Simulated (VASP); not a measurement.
Wanted: the native input for a VASP 6.6.1 run.

```
Task                   : single point
Functional             : LDA
Potentials or basis    : VASP PAW LDA potentials, release 64 (Mo_sv, S)
Cutoff                 : 520 eV
k mesh                 : 12 × 12 × 12
Occupations            : methfessel-paxton, width 0.15 eV
Spin                   : no spin polarisation
Dipole correction      : no
Further INCAR settings : ALGO = Normal; EDIFF = 1e-06; NBANDS = 20
```

The structure of MoS2 lies in POSCAR:

```
MoS2
1.0
    1.5497173369      0.8947297216      5.9264403803
   -1.5497173369      0.8947297216      5.9264403803
    0.0000000000     -1.7894594433      5.9264403803
Mo S
1 2
Direct
    0.0000000000      0.0000000000      0.0000000000
    0.7564845590      0.7564845590      0.7564845590
    0.2435154410      0.2435154410      0.2435154410
```

One way to write it, as run:

INCAR

```
SYSTEM = MoS2
PREC = Accurate
ENCUT = 520
EDIFF = 1E-6
ISMEAR = 1
SIGMA = 0.15
LREAL = .False.
LASPH = .True.
NELM = 60
ALGO = Normal
ISIF = 2
LWAVE = .False.
LCHARG = .True.
LELF = .True.
LVHAR = .True.
NBANDS = 20
```

KPOINTS

```
Automatic mesh
0
Gamma
  12 12 12
  0 0 0
```

Potentials or basis: VASP PAW LDA potentials, release 64 (Mo_sv, S).

Run with:

```bash
$ cat potpaw_LDA.64/Mo_sv/POTCAR potpaw_LDA.64/S/POTCAR > POTCAR
$ mpirun -np 1 vasp_std > vasp.out
```

Results of the run:

```
Pressure               : 0.1 GPa
Largest force          : 0.016 eV/Å
Band gap on the k mesh : zero (bands 13 and 14 overlap by 0.46 eV)
```

Run time: 3.6 min on 1 thread of Intel(R) Xeon(R) 6975P-C (Granite Rapids) (shared host), peak memory 0.37 GiB.
